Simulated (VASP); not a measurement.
A run of VASP 6.6.1 is set up as follows.

Contents of INCAR:

```
PREC = Accurate
ENCUT = 520
EDIFF = 1E-6
ISMEAR = 0
SIGMA = 0.01
LREAL = False
LASPH = True
NELM = 60
ALGO = Normal
ISIF = 2
LWAVE = False
LCHARG = False
GGA = PE
NBANDS = 16
```

KPOINTS

```
Automatic mesh
0
Gamma
  6 6 4
```

The input POSCAR:

```
BN
1.0
    2.5360000000      0.0000000000      0.0000000000
   -1.2680000000      2.1962400000      0.0000000000
    0.0000000000      0.0000000000      4.1990000000
B N
2 2
Direct
    0.6666666667      0.3333333333      0.0000000000
    0.3333333333      0.6666666667      0.5000000000
    0.6666666667      0.3333333333      0.3750000000
    0.3333333333      0.6666666667      0.8750000000
```

Potentials or basis: VASP PAW PBE potentials, release 64 (B, N).

Command:

```bash
$ cat potpaw_PBE.64/B/POTCAR potpaw_PBE.64/N/POTCAR > POTCAR
$ mpirun -np 1 vasp_std > vasp.out
```

(1) Estimate the largest force.

(2) Estimate the pressure.

(3) Predict the band gap on the k mesh.

## Answers

(1) 0.053 eV/Å.

(2) 8.3 GPa.

(3) 5.20 eV, indirect (least direct gap 8.39 eV).

Caveat: the k points lie up to 0.48 Å⁻¹ apart.
